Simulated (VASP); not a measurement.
# TaN (I4/mmm) in VASP: notebook, part 3 of 3

VASP 6.6.1.

## 7. Single point, PBE (engineering shear strain xz +0.0000, normal strain along z +0.0400)

Contents of INCAR:

```
ALGO = Normal ; EDIFF = 1E-6
ENCUT = 520 ; GGA = PE
ISIF = 2 ; ISMEAR = 0
LASPH = True ; LCHARG = True
LELF = True ; LREAL = False
LVHAR = True ; LWAVE = False
NBANDS = 15 ; NELM = 60
PREC = Accurate ; SIGMA = 0.15
```

Contents of KPOINTS:

```
k-points
0
Gamma
  18 18 18
```

Contents of POSCAR:

```
TaN
1.0
    0.0000000000      2.2081122570      2.2964367473
    2.2081122570      0.0000000000      2.2964367473
    2.2081122570      2.2081122570      0.0000000000
Ta N
1 1
Direct
    0.5000000000      0.5000000000      0.5000000000
    0.0000000000      0.0000000000      0.0000000000
```

Potentials or basis: VASP PAW PBE potentials, release 64 (Ta_pv, N).

Run with:

```
cat potpaw_PBE.64/Ta_pv/POTCAR potpaw_PBE.64/N/POTCAR > POTCAR
mpirun -np 1 vasp_std > vasp.out
```

OUTCAR:

```text
EDIFF = 1E-6
   ENCUT = 520
   GGA = PE
   ISIF = 2
   ISMEAR = 0
   LASPH = True
   LREAL = False
   NELM = 60
   PREC = Accurate

 ion  position               nearest neighbor table
   1  0.500  0.500  0.500-   2 2.21   2 2.21   2 2.21   2 2.21   2 2.30   2 2.30
   2  0.000  0.000  0.000-   1 2.21   1 2.21   1 2.21   1 2.21   1 2.30   1 2.30

  LATTYP: Found a body centered tetragonal cell.
 ALAT       =     3.1227423011
 C/A-ratio  =     1.4707821049

  Lattice vectors:

 A1 = (  -2.2081122570,   0.0000000000,   2.2964367473)
 A2 = (   2.2081122570,   0.0000000000,   2.2964367473)
 A3 = (   0.0000000000,   2.2081122570,  -2.2964367473)

Analysis of symmetry for initial positions (statically):
=====================================================================
 Subroutine PRICEL returns:
 Original cell was already a primitive cell.

 Routine SETGRP: Setting up the symmetry group for a
 body centered tetragonal supercell.

 Subroutine GETGRP returns: Found 16 space group operations
 (whereof 16 operations were pure point group operations)
 out of a pool of 16 trial point group operations.

The static configuration has the point symmetry D_4h.

Analysis of symmetry for dynamics (positions and initial velocities):
=====================================================================
 Subroutine PRICEL returns:
 Original cell was already a primitive cell.

 Routine SETGRP: Setting up the symmetry group for a
 body centered tetragonal supercell.

 Subroutine GETGRP returns: Found 16 space group operations
 (whereof 16 operations were pure point group operations)
 out of a pool of 16 trial point group operations.

The dynamic configuration has the point symmetry D_4h.

 Subroutine INISYM returns: Found 16 space group operations
 (whereof 16 operations are pure point group operations),
 and found     1 'primitive' translations

----------------------------------------------------------------------------------------

                                     Primitive cell

  volume of cell :      22.3937

  direct lattice vectors                    reciprocal lattice vectors
     0.000000000  2.208112257  2.296436747    -0.226437763  0.226437763  0.217728618
     2.208112257  0.000000000  2.296436747     0.226437763 -0.226437763  0.217728618
     2.208112257  2.208112257  0.000000000     0.226437763  0.226437763 -0.217728618

  length of vectors
     3.185809391  3.185809391  3.122742301     0.387238779  0.387238779  0.387238779

  position of ions in fractional coordinates (direct lattice)
     0.500000000  0.500000000  0.500000000
     0.000000000  0.000000000  0.000000000

  ion indices of the primitive-cell ions
   primitive index   ion index
                 1           1
                 2           2

----------------------------------------------------------------------------------------

 KPOINTS: k-points

Automatic generation of k-mesh.
 Grid dimensions read from file:
 generate k-points for:   18   18   18

 Generating k-lattice:

  Cartesian coordinates                     Fractional coordinates (reciprocal lattice)
    -0.012579876  0.012579876  0.012096034     0.055555556 -0.000000000  0.000000000
     0.012579876 -0.012579876  0.012096034    -0.000000000  0.055555556  0.000000000
     0.012579876  0.012579876 -0.012096034     0.000000000  0.000000000  0.055555556

  Length of vectors
     0.021513266  0.021513266  0.021513266

  Shift w.r.t. Gamma in fractional coordinates (k-lattice)
     0.000000000  0.000000000  0.000000000

 Subroutine IBZKPT returns following result:
 ===========================================

 Found    480 irreducible k-points:

 Following reciprocal coordinates:
            Coordinates               Weight
  0.000000  0.000000  0.000000      1.000000
  0.055556  0.000000  0.000000      8.000000
  0.111111  0.000000  0.000000      8.000000
  0.166667  0.000000  0.000000      8.000000
  0.222222  0.000000  0.000000      8.000000
  0.277778  0.000000  0.000000      8.000000
[... 16 lines left out ...]
 -0.277778  0.055556  0.000000      8.000000
 -0.222222  0.055556  0.000000      8.000000
 [... further k-points ...]
   k-points           NKPTS =    480   k-points in BZ     NKDIM =    480   number of bands    NBANDS=     15
   number of dos      NEDOS =    301   number of ions     NIONS =      2
   total plane-waves  NPLWV =  13824
   dimension x,y,z NGX =    24 NGY =   24 NGZ =   24
   dimension x,y,z NGXF=    48 NGYF=   48 NGZF=   48
   ions per type =               1   1
   NGX,Y,Z   is equivalent  to a cutoff of  12.52, 12.52, 12.78 a.u.
   NGXF,Y,Z  is equivalent  to a cutoff of  25.05, 25.05, 25.55 a.u.
 SYSTEM =  unknown system
   PREC   = accura    normal or accurate (medium, high low for compatibility)
   ISTART =      0    job   : 0-new  1-cont  2-samecut
   ICHARG =      2    charge: 1-file 2-atom 10-const
   ISPIN  =      1    spin polarized calculation?
   LNONCOLLINEAR =      F non collinear calculations
   LSORBIT =      F    spin-orbit coupling
   LASPH  =      T    aspherical Exc in radial PAW
   ENCUT  =  520.0 eV  38.22 Ry    6.18 a.u.   5.92  5.92  5.81*2*pi/ulx,y,z
   NELM   =     60;   NELMIN=  2; NELMDL= -5     # of ELM steps
   EDIFF  = 0.1E-05   stopping-criterion for ELM
   LREAL  =      F    real-space projection
[... 7 lines left out ...]
   TEBEG  =    0.0;   TEEND  =   0.0 temperature during run
   PSTRESS=    0.0 pullay stress
   NELECT =      16.0000    total number of electrons
   NUPDOWN=      -1.0000    fix difference up-down
   EMIN   =  10.00;   EMAX   =-10.00  energy-range for DOS
   EFERMI =   0.00;   METHOD = LEGACY
   ISMEAR =     0;   SIGMA  =   0.15  broadening in eV -4-tet -1-fermi 0-gaus
   EFERMI_NEDOS =   21; number of points for ismear=-14 and -15
   IALGO  =     38    algorithm
   IMIX   =      4    mixing-type and parameters
     AMIX     =   0.40;   BMIX     =  1.00
     AMIX_MAG =   1.60;   BMIX_MAG =  1.00
  volume/ion in A,a.u.               =      11.20        75.56
  Fermi-wavevector in a.u.,A,eV,Ry     =   1.463544  2.765698 29.143165  2.141962
  Thomas-Fermi vector in A             =   2.579627
   LORBIT       =      0    0 simple, 1 ext, 2 COOP (PROOUT), +10 PAW based schemes
   GGA     = PE    functional components
   LHFCALC =     F    Hartree Fock is set to
   AEXX    =    0.0000 exact exchange contribution
   IVDW    =     0    specifies the selected vdW correction
   LEPSILON=     F    determine dielectric tensor
   LRPA    =     F    only Hartree local field effects (RPA)
 non-spin polarized calculation
 Gauss-broadening in eV      SIGMA  =   0.15
  energy-cutoff  :      520.00
  volume of cell :       22.39
 maximum number of plane-waves:       620
   NGX = 11   NGY = 11   NGZ = 11

 number of electron      16.0000000 magnetization

 Free energy of the ion-electron system (eV)
  ---------------------------------------------------
  ext. energy  EPLUGINS =         0.00000000
  ---------------------------------------------------
  free energy    TOTEN  =       -21.77488349 eV

  energy without entropy =      -21.76455194  energy(sigma->0) =      -21.76971772

 E-fermi :   8.9615     XC(G=0): -13.1501

 val. band max:        8.9577719220   @ k =   0.2778   0.0000   0.0556
 cond. band min:       8.9664952020   @ k =   0.2222   0.1667   0.0556
 fundamental gap:      0.0087232801
 Fermi energy:         8.9614723429

 k-point     1 :       0.0000    0.0000    0.0000
  band No.  band energies     occupation
      1     -26.9227      2.00000
      2     -26.8918      2.00000
      3     -26.8918      2.00000
      4      -9.4803      2.00000
      5       5.2038      2.00000
      6       5.3273      2.00000
      7       5.3273      2.00000
      8       6.7072      2.00000
      9       7.1599      2.00000
     10       7.1599      2.00000
     11       8.4747      2.00000
     12       9.2736      0.00325
     13      10.3753      0.00000
     14      18.3660      0.00000
     15      21.2267      0.00000
[... 397 lines left out ...]
 k-point    24 :      -0.2222    0.0556    0.0000
  band No.  band energies     occupation
      1     -27.2531      2.00000
      2     -26.9794      2.00000
      3     -26.9056      2.00000
      4      -8.2806      2.00000
      5       1.6188      2.00000
      6       2.8610      2.00000
      7       3.1339      2.00000
      8       8.1276      2.00000
      9       8.3365      2.00000
     10       9.0365      0.47930
     11      10.8560      0.00000
     12      13.4238      0.00000
     13      13.6420      0.00000
     14      21.0340      0.00000
     15      21.2367      0.00000

 [... further k-points ...]

------------------------ aborting loop because EDIFF is reached ----------------------------------------

  FORCE on cell =-STRESS in cart. coord.  units (eV):
  Direction    XX          YY          ZZ          XY          YZ          ZX
  --------------------------------------------------------------------------------------
  -------------------------------------------------------------------------------------
  Total       -0.6830807     -0.6830807     -2.7598589      0.0000000      0.0000000     -0.0000000
  in kB      -48.8715175    -48.8715175   -197.4561541      0.0000000      0.0000000     -0.0000000
  external PRESSURE =     -98.3997297 kB  Pullay stress =       0.0000000 kB

 VOLUME and BASIS-vectors are now :
 -----------------------------------------------------------------------------
  energy-cutoff  :      520.00
  volume of cell :       22.39
      direct lattice vectors                 reciprocal lattice vectors
     0.000000000  2.208112257  2.296436747    -0.226437763  0.226437763  0.217728618
     2.208112257  0.000000000  2.296436747     0.226437763 -0.226437763  0.217728618
     2.208112257  2.208112257  0.000000000     0.226437763  0.226437763 -0.217728618

 POSITION                                       TOTAL-FORCE (eV/Angst)
 -----------------------------------------------------------------------------------
      2.20811      2.20811      2.29644        -0.000000      0.000000     -0.000000
      0.00000      0.00000      0.00000         0.000000     -0.000000      0.000000
 -----------------------------------------------------------------------------------
    total drift:                                0.000000     -0.000000     -0.000000

  FREE ENERGIE OF THE ION-ELECTRON SYSTEM (eV)
  ---------------------------------------------------
  free  energy   TOTEN  =       -21.7748834899 eV

  energy  without entropy=      -21.7645519450  energy(sigma->0) =      -21.76971772
```

OSZICAR:

```text
N       E                     dE             d eps       ncg     rms          rms(c)
DAV:   1     0.895458839196E+02    0.89546E+02   -0.87392E+03 14415   0.112E+03
DAV:   2    -0.219931761077E+02   -0.11154E+03   -0.10499E+03 17928   0.300E+02
DAV:   3    -0.248110926480E+02   -0.28179E+01   -0.27998E+01 15996   0.444E+01
DAV:   4    -0.248227475171E+02   -0.11655E-01   -0.11651E-01 18931   0.307E+00
DAV:   5    -0.248228264742E+02   -0.78957E-04   -0.78955E-04 16192   0.227E-01    0.218E+01
DAV:   6    -0.218997719155E+02    0.29231E+01   -0.58742E+00 17379   0.262E+01    0.887E+00
DAV:   7    -0.218116212727E+02    0.88151E-01   -0.54909E-01 15765   0.626E+00    0.632E+00
DAV:   8    -0.217817981869E+02    0.29823E-01   -0.16737E-01 16857   0.353E+00    0.158E+00
DAV:   9    -0.217749392040E+02    0.68590E-02   -0.19085E-02 16745   0.114E+00    0.322E-01
DAV:  10    -0.217749082812E+02    0.30923E-04   -0.11548E-03 17501   0.341E-01    0.619E-02
DAV:  11    -0.217748829768E+02    0.25304E-04   -0.43231E-05 16599   0.757E-02    0.158E-02
DAV:  12    -0.217748834899E+02   -0.51309E-06   -0.38839E-06 17235   0.194E-02
   1 F= -.21774883E+02 E0= -.21769718E+02  d E =-.103315E-01
```

Wall time 41 s (1 thread of Intel Xeon 6975P-C (Granite Rapids), shared host); peak memory 0.27 GiB.

Results:

* Free energy: -21.7749 eV
* Pressure: -9.8 GPa
* Band gap on the k mesh: zero (bands 8 and 9 overlap by 3.48 eV)

Stress tensor (GPa, compression positive):
```
 -4.89   0.00   0.00
  0.00  -4.89   0.00
  0.00   0.00 -19.75
```

Caveat: the cell differs from its parent crystal (engineering shear strain xz +0.0000, normal strain along z +0.0400); the stress differs along the axes, from -20 to -5 GPa; spin-orbit coupling is left out, which moves the levels of the heavy elements.

## 8. The runs side by side

```csv
cell,gap on the mesh (eV),pressure (GPa)
"a = 3.061, b = 3.061, c = 3.123 Å, angles 59.3, 59.3, 61.3°, 2 atoms",none,17.4
"a = 3.081, b = 3.081, c = 3.123 Å, angles 59.6, 59.6, 60.9°, 2 atoms",none,11.2
"a = 3.102, b = 3.102, c = 3.123 Å, angles 59.8, 59.8, 60.4°, 2 atoms",none,5.7
"a = 3.144, b = 3.144, c = 3.123 Å, angles 60.2, 60.2, 59.6°, 2 atoms",none,-3.2
"a = 3.165, b = 3.165, c = 3.123 Å, angles 60.4, 60.4, 59.1°, 2 atoms",none,-6.8
"a = 3.186, b = 3.186, c = 3.123 Å, angles 60.7, 60.7, 58.7°, 2 atoms",none,-9.8
```

Alike in all rows: task single point; level PBE; potentials or basis VASP PAW PBE potentials, release 64 (Ta_pv, N); no spin polarisation; k mesh 18 × 18 × 18; cutoff (eV) 520; smearing gaussian 0.15 eV.

Caveats: spin-orbit coupling is left out, which moves the levels of the heavy elements; the stress differs along the axes, from 7 to 38 GPa (at least some runs); the stress differs along the axes, from 5 to 24 GPa (at least some runs); the stress differs along the axes, from 3 to 11 GPa (at least some runs); the stress differs along the axes, from -8 to -1 GPa (at least some runs); the stress differs along the axes, from -15 to -3 GPa (at least some runs); the stress differs along the axes, from -20 to -5 GPa (at least some runs).

Absolute energies hang on the potentials; compare differences alone.
